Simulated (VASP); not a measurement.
# SrTiO3 (Pm-3m) in VASP: relaxation of cell and atoms with r2SCAN

Aim: the relaxation of cell and atoms of SrTiO3 with r2SCAN.

Everything below comes from runs of VASP 6.6.1. Logs are shortened: lines on timing, memory, paths and dates and some standing lists are left out, and cuts for length are marked.

## (1) The cell of the first run

Symmetry: Pm-3m, No. 221, cubic system. Conventional cell: a = 3.913 Å, b = 3.913 Å, c = 3.913 Å, α = 90.00°, β = 90.00°, γ = 90.00°. Within 3.6 Å of Sr (site symmetry m-3m) lie 12 O at 2.77 Å and 8 Ti at 3.39 Å. Within 2.6 Å of Ti (site symmetry m-3m) lie 6 O at 1.96 Å. Within 2.6 Å of O (site symmetry 4/mmm) lie 2 Ti at 1.96 Å.

## (2) Relaxation of cell and atoms, r2SCAN

The input, POSCAR:

```
SrTiO3
1.0
    3.9127013100      0.0000000000      0.0000000000
    0.0000000000      3.9127013100      0.0000000000
    0.0000000000      0.0000000000      3.9127013100
Sr Ti O
1 1 3
Direct
    0.0000000000      0.0000000000      0.0000000000
    0.5000000000      0.5000000000      0.5000000000
    0.5000000000      0.0000000000      0.5000000000
    0.5000000000      0.5000000000      0.0000000000
    0.0000000000      0.5000000000      0.5000000000
```

The input, INCAR.step1:

```
PREC = Accurate
ENCUT = 600
ISMEAR = 0
SIGMA = 0.02
LREAL = False
LASPH = True
NELM = 100
GGA = PE
ALGO = Normal
EDIFF = 1E-4
LWAVE = True
LCHARG = False
```

The input, INCAR.step2:

```
PREC = Accurate
ENCUT = 600
EDIFF = 1E-6
ISMEAR = 0
SIGMA = 0.02
LREAL = False
LASPH = True
NELM = 100
ALGO = Normal
ISIF = 3
LWAVE = False
LCHARG = False
METAGGA = R2SCAN
LMIXTAU = True
IBRION = 2
NSW = 100
EDIFFG = -0.005
ISTART = 1
```

The input, KPOINTS:

```
Automatic mesh
0
Gamma
  8 8 8
```

Potentials or basis: VASP PAW PBE potentials, release 64 (Sr_sv, Ti_sv, O).

Command:

```
$ cat potpaw_PBE.64/Sr_sv/POTCAR potpaw_PBE.64/Ti_sv/POTCAR potpaw_PBE.64/O/POTCAR > POTCAR
$ cp INCAR.step1 INCAR
$ mpirun -np 1 vasp_std > vasp.out
$ cp INCAR.step2 INCAR
$ mpirun -np 1 vasp_std > vasp.out
```

OUTCAR:

```text
PREC = Accurate
   ENCUT = 600
   EDIFF = 1E-6
   ISMEAR = 0
   LREAL = False
   LASPH = True
   NELM = 100
   ISIF = 3
   METAGGA = R2SCAN
   IBRION = 2
   NSW = 100
   EDIFFG = -0.005
   ISTART = 1

 ion  position               nearest neighbor table
   1  0.000  0.000  0.000-   3 2.77   4 2.77   5 2.77   3 2.77   5 2.77   4 2.77   5 2.77   5 2.77
                             3 2.77   4 2.77   3 2.77   4 2.77   2 3.39   2 3.39   2 3.39   2 3.39
   2  0.500  0.500  0.500-   3 1.96   4 1.96   5 1.96   4 1.96   3 1.96   5 1.96   1 3.39   1 3.39
                             1 3.39   1 3.39   1 3.39   1 3.39   1 3.39   1 3.39
   3  0.500  0.000  0.500-   2 1.96   2 1.96   1 2.77   1 2.77   1 2.77   1 2.77
   4  0.500  0.500  0.000-   2 1.96   2 1.96   1 2.77   1 2.77   1 2.77   1 2.77
   5  0.000  0.500  0.500-   2 1.96   2 1.96   1 2.77   1 2.77   1 2.77   1 2.77

  LATTYP: Found a simple cubic cell.
 ALAT       =     3.9127013100

  Lattice vectors:

 A1 = (   3.9127013100,   0.0000000000,   0.0000000000)
 A2 = (   0.0000000000,   3.9127013100,   0.0000000000)
 A3 = (   0.0000000000,   0.0000000000,   3.9127013100)

Analysis of symmetry for initial positions (statically):
=====================================================================
 Subroutine PRICEL returns:
 Original cell was already a primitive cell.

 Routine SETGRP: Setting up the symmetry group for a
 simple cubic supercell.

 Subroutine GETGRP returns: Found 48 space group operations
 (whereof 48 operations were pure point group operations)
 out of a pool of 48 trial point group operations.

The static configuration has the point symmetry O_h .

Analysis of symmetry for dynamics (positions and initial velocities):
=====================================================================
 Subroutine PRICEL returns:
 Original cell was already a primitive cell.

 Routine SETGRP: Setting up the symmetry group for a
 simple cubic supercell.

 Subroutine GETGRP returns: Found 48 space group operations
 (whereof 48 operations were pure point group operations)
 out of a pool of 48 trial point group operations.

The dynamic configuration has the point symmetry O_h .

 Subroutine INISYM returns: Found 48 space group operations
 (whereof 48 operations are pure point group operations),
 and found     1 'primitive' translations

----------------------------------------------------------------------------------------

                                     Primitive cell

  volume of cell :      59.9005

  direct lattice vectors                    reciprocal lattice vectors
     3.912701310  0.000000000  0.000000000     0.255577904  0.000000000  0.000000000
     0.000000000  3.912701310  0.000000000     0.000000000  0.255577904  0.000000000
     0.000000000  0.000000000  3.912701310     0.000000000  0.000000000  0.255577904

  length of vectors
     3.912701310  3.912701310  3.912701310     0.255577904  0.255577904  0.255577904

  position of ions in fractional coordinates (direct lattice)
     0.000000000  0.000000000  0.000000000
     0.500000000  0.500000000  0.500000000
     0.500000000  0.000000000  0.500000000
     0.500000000  0.500000000  0.000000000
     0.000000000  0.500000000  0.500000000

  ion indices of the primitive-cell ions
   primitive index   ion index
                 1           1
                 2           2
                 3           3
                 4           4
                 5           5

----------------------------------------------------------------------------------------

 KPOINTS: Automatic mesh

Automatic generation of k-mesh.
 Grid dimensions read from file:
 generate k-points for:    8    8    8

 Generating k-lattice:

  Cartesian coordinates                     Fractional coordinates (reciprocal lattice)
     0.031947238  0.000000000  0.000000000     0.125000000  0.000000000  0.000000000
     0.000000000  0.031947238  0.000000000     0.000000000  0.125000000  0.000000000
     0.000000000  0.000000000  0.031947238     0.000000000  0.000000000  0.125000000

  Length of vectors
     0.031947238  0.031947238  0.031947238

  Shift w.r.t. Gamma in fractional coordinates (k-lattice)
     0.000000000  0.000000000  0.000000000

 Subroutine IBZKPT returns following result:
 ===========================================

 Found     35 irreducible k-points:

 Following reciprocal coordinates:
            Coordinates               Weight
  0.000000  0.000000  0.000000      1.000000
  0.125000  0.000000  0.000000      6.000000
  0.250000  0.000000  0.000000      6.000000
  0.375000  0.000000  0.000000      6.000000
  0.500000  0.000000  0.000000      3.000000
  0.125000  0.125000  0.000000     12.000000
[... 16 lines left out ...]
  0.375000  0.375000  0.125000     24.000000
  0.500000  0.375000  0.125000     24.000000
 [... further k-points ...]
   k-points           NKPTS =     35   k-points in BZ     NKDIM =     35   number of bands    NBANDS=     24
   number of dos      NEDOS =    301   number of ions     NIONS =      5
   total plane-waves  NPLWV =  32768
   dimension x,y,z NGX =    32 NGY =   32 NGZ =   32
   dimension x,y,z NGXF=    64 NGYF=   64 NGZF=   64
   ions per type =               1   1   3
   NGX,Y,Z   is equivalent  to a cutoff of  13.60, 13.60, 13.60 a.u.
   NGXF,Y,Z  is equivalent  to a cutoff of  27.19, 27.19, 27.19 a.u.
 SYSTEM =  unknown system
   PREC   = accura    normal or accurate (medium, high low for compatibility)
   ISTART =      1    job   : 0-new  1-cont  2-samecut
   ICHARG =      0    charge: 1-file 2-atom 10-const
   ISPIN  =      1    spin polarized calculation?
   LNONCOLLINEAR =      F non collinear calculations
   LSORBIT =      F    spin-orbit coupling
   LASPH  =      T    aspherical Exc in radial PAW
   ENCUT  =  600.0 eV  44.10 Ry    6.64 a.u.   7.81  7.81  7.81*2*pi/ulx,y,z
   NELM   =    100;   NELMIN=  2; NELMDL=  0     # of ELM steps
   EDIFF  = 0.1E-05   stopping-criterion for ELM
   LREAL  =      F    real-space projection
   EDIFFG = -.5E-02   stopping-criterion for IOM
   NSW    =    100    number of steps for IOM
   IBRION =      2    ionic relax: 0-MD 1-quasi-New 2-CG
   NFREE  =      1    steps in history (QN), initial steepest desc. (CG)
   ISIF   =      3    stress and relaxation
   ISYM   =      2    0-nonsym 1-usesym 2-fastsym
   POTIM  = 0.5000    time-step for ionic-motion
   TEBEG  =    0.0;   TEEND  =   0.0 temperature during run
   PSTRESS=    0.0 pullay stress
   NELECT =      40.0000    total number of electrons
   NUPDOWN=      -1.0000    fix difference up-down
   EMIN   =  10.00;   EMAX   =-10.00  energy-range for DOS
   EFERMI =   0.00;   METHOD = LEGACY
   ISMEAR =     0;   SIGMA  =   0.02  broadening in eV -4-tet -1-fermi 0-gaus
   EFERMI_NEDOS =   21; number of points for ismear=-14 and -15
   IALGO  =     38    algorithm
   IMIX   =      4    mixing-type and parameters
     AMIX     =   0.40;   BMIX     =  1.00
     AMIX_MAG =   1.60;   BMIX_MAG =  1.00
  volume/ion in A,a.u.               =      11.98        80.85
  Fermi-wavevector in a.u.,A,eV,Ry     =   1.430929  2.704064 27.858721  2.047558
  Thomas-Fermi vector in A             =   2.550721
   LORBIT       =      0    0 simple, 1 ext, 2 COOP (PROOUT), +10 PAW based schemes
   METAGGA = R2SCAN    functional components
   LHFCALC =     F    Hartree Fock is set to
   AEXX    =    0.0000 exact exchange contribution
   IVDW    =     0    specifies the selected vdW correction
   LEPSILON=     F    determine dielectric tensor
   LRPA    =     F    only Hartree local field effects (RPA)
 conjugate gradient relaxation of ions
 non-spin polarized calculation
 Gauss-broadening in eV      SIGMA  =   0.02
  energy-cutoff  :      600.00
  volume of cell :       59.90
 maximum number of plane-waves:      2021
 NGX is ok and might be reduce to    32
   NGX = 15   NGY = 15   NGZ = 15

--------------------------------------- Ionic step        1  -------------------------------------------

 number of electron      39.9999977 magnetization

 Free energy of the ion-electron system (eV)
  ---------------------------------------------------
  ext. energy  EPLUGINS =         0.00000000
  ---------------------------------------------------
  free energy    TOTEN  =       -63.33916978 eV

  energy without entropy =      -63.33916978  energy(sigma->0) =      -63.33916978

------------------------ aborting loop because EDIFF is reached ----------------------------------------

  FORCE on cell =-STRESS in cart. coord.  units (eV):
  Direction    XX          YY          ZZ          XY          YZ          ZX
  --------------------------------------------------------------------------------------
  -------------------------------------------------------------------------------------
  Total       -0.0254635     -0.0254635     -0.0254635     -0.0000000      0.0000000      0.0000000
  in kB       -0.6810795     -0.6810795     -0.6810795     -0.0000000      0.0000000      0.0000000
  external PRESSURE =      -0.6810795 kB  Pullay stress =       0.0000000 kB

 VOLUME and BASIS-vectors are now :
 -----------------------------------------------------------------------------
  energy-cutoff  :      600.00
  volume of cell :       59.90
      direct lattice vectors                 reciprocal lattice vectors
     3.912701310  0.000000000  0.000000000     0.255577904  0.000000000  0.000000000
     0.000000000  3.912701310  0.000000000     0.000000000  0.255577904  0.000000000
     0.000000000  0.000000000  3.912701310     0.000000000  0.000000000  0.255577904
[... 40 lines left out ...]
 POSITION                                       TOTAL-FORCE (eV/Angst)
 -----------------------------------------------------------------------------------
      0.00000      0.00000      0.00000        -0.000000     -0.000000      0.000000
      1.95587      1.95587      1.95587         0.000000      0.000000      0.000000
      1.95587      0.00000      1.95587        -0.000000      0.000000      0.000000
      1.95587      1.95587      0.00000        -0.000000     -0.000000      0.000000
     -0.00000      1.95587      1.95587         0.000000      0.000000      0.000000
 -----------------------------------------------------------------------------------
    total drift:                                0.000000     -0.000000     -0.000000

  FREE ENERGIE OF THE ION-ELECTRON SYSTEM (eV)
  ---------------------------------------------------
  free  energy   TOTEN  =       -63.3391710196 eV

  energy  without entropy=      -63.3391710196  energy(sigma->0) =      -63.33917102

--------------------------------------- Ionic step        3  -------------------------------------------

 number of electron      39.9999977 magnetization

 Free energy of the ion-electron system (eV)
  ---------------------------------------------------
  ext. energy  EPLUGINS =         0.00000000
  ---------------------------------------------------
  free energy    TOTEN  =       -63.33917656 eV

  energy without entropy =      -63.33917656  energy(sigma->0) =      -63.33917656

 E-fermi :   3.9371     XC(G=0): -11.9018

 val. band max:        3.8016319429   @ k =   0.5000   0.5000   0.5000
 cond. band min:       6.0671099608   @ k =   0.0000   0.0000   0.0000
 fundamental gap:      2.2654780179
 Fermi energy:         3.9370539250

 k-point     1 :       0.0000    0.0000    0.0000
  band No.  band energies     occupation
      1     -54.8956      2.00000
      2     -30.0891      2.00000
      3     -30.0891      2.00000
      4     -30.0891      2.00000
      5     -30.0841      2.00000
      6     -14.5965      2.00000
[... 16 lines left out ...]
     23       6.0671      0.00000
     24       8.3595      0.00000
[... 598 lines left out ...]
      2     -30.1757      2.00000
      3     -30.1526      2.00000
      4     -30.0954      2.00000
      5     -30.0312      2.00000
      6     -14.0678      2.00000
[... 16 lines left out ...]
     23       8.3467      0.00000
     24       9.8784      0.00000

 [... further k-points ...]

------------------------ aborting loop because EDIFF is reached ----------------------------------------

  FORCE on cell =-STRESS in cart. coord.  units (eV):
  Direction    XX          YY          ZZ          XY          YZ          ZX
  --------------------------------------------------------------------------------------
  -------------------------------------------------------------------------------------
  Total        0.0038336      0.0038336      0.0038336      0.0000000      0.0000000     -0.0000000
  in kB        0.1025770      0.1025770      0.1025770      0.0000000      0.0000000     -0.0000000
  external PRESSURE =       0.1025770 kB  Pullay stress =       0.0000000 kB

 VOLUME and BASIS-vectors are now :
 -----------------------------------------------------------------------------
  energy-cutoff  :      600.00
  volume of cell :       59.88
      direct lattice vectors                 reciprocal lattice vectors
     3.912218320  0.000000000  0.000000000     0.255609457  0.000000000  0.000000000
    -0.000000000  3.912218320  0.000000000    -0.000000000  0.255609457 -0.000000000
    -0.000000000  0.000000000  3.912218320    -0.000000000 -0.000000000  0.255609457

 POSITION                                       TOTAL-FORCE (eV/Angst)
 -----------------------------------------------------------------------------------
      0.00000      0.00000      0.00000        -0.000000     -0.000000      0.000000
      1.95611      1.95611      1.95611         0.000000      0.000000      0.000000
      1.95611      0.00000      1.95611        -0.000000      0.000000      0.000000
      1.95611      1.95611      0.00000        -0.000000     -0.000000      0.000000
     -0.00000      1.95611      1.95611         0.000000      0.000000      0.000000
 -----------------------------------------------------------------------------------
    total drift:                                0.000000     -0.000000     -0.000000

  FREE ENERGIE OF THE ION-ELECTRON SYSTEM (eV)
  ---------------------------------------------------
  free  energy   TOTEN  =       -63.3391765629 eV

  energy  without entropy=      -63.3391765629  energy(sigma->0) =      -63.33917656

 reached required accuracy - stopping structural energy minimisation
```

Wall time 4.3 min (1 thread of Oxide Virtual Turin-like, shared host); peak memory 0.21 GiB.

What came out:

```
Free energy                           : -63.3392 eV
Relaxed volume                        : 11.98 Å³/atom
Relaxed cell                          : a = 3.912 Å, b = 3.912 Å, c = 3.912 Å, α = 90.00°, β = 90.00°, γ = 90.00°
Space group after relaxing (to 0.1 Å) : Pm-3m (No. 221)
Energy gained by relaxing             : 0.0 meV/atom
Ionic steps                           : 3
Pressure after relaxing               : 0.0 GPa
Band gap on the k mesh                : 2.27 eV (least direct gap 2.65 eV)
```

Final structure:
```yaml
crystal:
  lattice:
    - [3.91222, 0.00000, 0.00000]
    - [0.00000, 3.91222, 0.00000]
    - [0.00000, 0.00000, 3.91222]
  atoms:
    - { symbol: Sr, position: [0.00000, 0.00000, 0.00000] }
    - { symbol: Ti, position: [0.50000, 0.50000, 0.50000] }
    - { symbol: O, position: [0.50000, 0.00000, 0.50000] }
    - { symbol: O, position: [0.50000, 0.50000, 0.00000] }
    - { symbol: O, position: [0.00000, 0.50000, 0.50000] }
```

Levels at points of the mesh, in eV from the valence-band top:
```tsv
k point	band 17	band 18	band 19	band 20	band 21	band 22	band 23	band 24
(0.00, 0.00, 0.00)	-1.20	-0.39	-0.39	-0.39	2.27	2.27	2.27	4.56
(0.50, 0.00, 0.00)	-2.35	-1.99	-0.77	-0.77	2.43	4.15	4.15	4.57
(0.50, 0.50, 0.00)	-1.80	-1.60	-1.60	-0.09	4.16	4.16	4.64	5.60
(0.50, 0.50, 0.50)	-3.78	0.00	0.00	0.00	4.85	4.85	4.85	7.61
```

Caveat: the PAW data sets were made with another functional, which shifts forces and pressure a little. A k mesh can miss the band edges.
